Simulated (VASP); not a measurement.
Wanted: the native input for a VASP 6.6.1 run.

- Task: single point
- Functional: r2SCAN
- Potentials or basis: VASP PAW PBE potentials, release 64 (Cu_sv_GW, O)
- Cutoff: 900 eV
- k mesh: 9 × 9 × 5
- Occupations: fermi-dirac, width 0.05 eV
- Spin: no spin polarisation
- Dipole correction: no
- Further INCAR settings: ALGO = Normal; EDIFF = 1e-06; NBANDS = 33

The system is CuO.

```
Cu O
1.0
     1.99097   -2.15355    0.00000
     1.99097    2.15355    0.00000
     0.00000    0.00000    5.15593
Cu O
2 2
Cartesian
  0.9955 -1.0768 0.0000
  0.9955 1.0768 2.5780
  1.9910 0.0000 1.2890
  1.9910 0.0000 3.8669
```

One way to write it, as run:

POSCAR

```
CuO
1.0
    1.9909680000     -2.1535500000      0.0000000000
    1.9909680000      2.1535500000      0.0000000000
    0.0000000000      0.0000000000      5.1559280000
Cu O
2 2
Direct
    0.5000000000      0.0000000000      0.0000000000
    0.0000000000      0.5000000000      0.5000000000
    0.5000000000      0.5000000000      0.2500000000
    0.5000000000      0.5000000000      0.7500000000
```

INCAR.step1

```
SYSTEM = CuO
PREC     = Accurate       ! precision mode
ENCUT    = 900            ! plane-wave cutoff, eV
ISMEAR   = -1             ! smearing method
SIGMA    = 0.05           ! smearing width, eV
LREAL    = .False.        ! projectors in reciprocal space
LASPH    = .True.         ! aspherical terms in the spheres
NELM     = 120            ! most SCF steps
NBANDS   = 33             ! bands
GGA      = PE             ! functional
ALGO     = Normal         ! electronic algorithm
EDIFF    = 1E-5           ! SCF threshold, eV
LWAVE    = .True.         ! write WAVECAR
LCHARG   = .False.        ! write CHGCAR
GGA_COMPAT= .False.
```

INCAR.step2

```
SYSTEM = CuO
PREC     = Accurate       ! precision mode
ENCUT    = 900            ! plane-wave cutoff, eV
EDIFF    = 1E-6           ! SCF threshold, eV
ISMEAR   = -1             ! smearing method
SIGMA    = 0.05           ! smearing width, eV
LREAL    = .False.        ! projectors in reciprocal space
LASPH    = .True.         ! aspherical terms in the spheres
NELM     = 120            ! most SCF steps
ALGO     = Normal         ! electronic algorithm
ISIF     = 2              ! what is computed and relaxed
LWAVE    = .False.        ! write WAVECAR
LCHARG   = .False.        ! write CHGCAR
METAGGA  = R2SCAN         ! meta-GGA
LMIXTAU  = .True.       
NBANDS   = 33             ! bands
ISTART   = 1            
GGA_COMPAT= .False.
```

KPOINTS

```
regular mesh
0
Gamma
  9 9 5
  0 0 0
```

Potentials or basis: VASP PAW PBE potentials, release 64 (Cu_sv_GW, O).

Command:

```console
$ cat potpaw_PBE.64/Cu_sv_GW/POTCAR potpaw_PBE.64/O/POTCAR > POTCAR
$ cp INCAR.step1 INCAR
$ mpirun -np 1 vasp_std > vasp.out
$ cp INCAR.step2 INCAR
$ mpirun -np 1 vasp_std > vasp.out
```

Results of the run:

* Pressure: -5.1 GPa
* Band gap on the k mesh: zero (bands 25 and 26 overlap by 0.85 eV)

Caveat: the cell stands under tension; the PAW data sets were made with another functional, which shifts forces and pressure a little; semilocal functionals often make such compounds metallic where correlation or magnetic order opens a gap, which also shifts bond lengths.

Wall time 19 min on 1 thread of Intel(R) Xeon(R) Platinum 8259CL CPU @ 2.50GHz (Skylake/Cascade Lake) (shared host), peak memory 0.38 GiB.
